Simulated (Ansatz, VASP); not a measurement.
# Y5Sn4 in VASP and in Ansatz

```
CELL_PARAMETERS angstrom
8.04322 0.00000 0.00000
0.00000 15.58104 0.00000
0.00000 0.00000 8.16916
ATOMIC_POSITIONS crystal
Y 0.63313 0.62170 0.16410
Y 0.13313 0.87830 0.33590
Y 0.36687 0.12170 0.83590
Y 0.86687 0.37830 0.66410
Y 0.36687 0.37830 0.83590
Y 0.86687 0.12170 0.66410
Y 0.63313 0.87830 0.16410
Y 0.13313 0.62170 0.33590
Y 0.47688 0.59815 0.67976
Y 0.97688 0.90185 0.82024
Y 0.52312 0.09815 0.32024
Y 0.02312 0.40185 0.17976
Y 0.52312 0.40185 0.32024
Y 0.02312 0.09815 0.17976
Y 0.47688 0.90185 0.67976
Y 0.97688 0.59815 0.82024
Y 0.80205 0.75000 0.49729
Y 0.30205 0.75000 0.00270
Y 0.19795 0.25000 0.50270
Y 0.69795 0.25000 0.99730
Sn 0.70820 0.45852 0.96663
Sn 0.20820 0.04148 0.53337
Sn 0.29180 0.95852 0.03337
Sn 0.79180 0.54148 0.46663
Sn 0.29180 0.54148 0.03337
Sn 0.79180 0.95852 0.46663
Sn 0.70820 0.04148 0.96663
Sn 0.20820 0.45852 0.53337
Sn 0.43524 0.75000 0.37966
Sn 0.93524 0.75000 0.12034
Sn 0.56476 0.25000 0.62034
Sn 0.06476 0.25000 0.87966
Sn 0.66987 0.75000 0.85290
Sn 0.16987 0.75000 0.64710
Sn 0.33013 0.25000 0.14710
Sn 0.83013 0.25000 0.35290
```

Alike in both runs: task single point; functional PBE; k mesh 2 × 2 × 2; occupations gaussian, width 0.1 eV; no spin polarisation.

```csv
,VASP,Ansatz
version,VASP 6.6.1,Ansatz 0.2.0
potentials or method,"VASP PAW PBE potentials, release 64 (Y_sv, Sn_d), cutoff 500 eV","scalar-relativistic, plane waves, PAW"
valence electrons in the cell,444,444
```

VASP gave:

| Quantity | Value |
| --- | --- |
| gap on the k mesh at the Fermi level (eV) | none |
| pressure (GPa) | -0.2 |
| traceless stress, the component that is largest in VASP (GPa) | -0.30 |
| rms of the force components (eV/Å) | 0.036 |

Problem. Which values does Ansatz return?

Solution. gap on the k mesh at the Fermi level (eV): none; pressure (GPa): -0.1; traceless stress, the component that is largest in VASP (GPa): -0.29; rms of the force components (eV/Å): 0.035.

Atom by atom the forces differ by 0.001 eV/Å (rms over components). A gap of «none» marks a metal or a gap that the smearing closes. The functional is the same, so the differences come from potentials, cutoffs and numerics.

The k mesh is coarse, so the values compare programs but aren't converged.
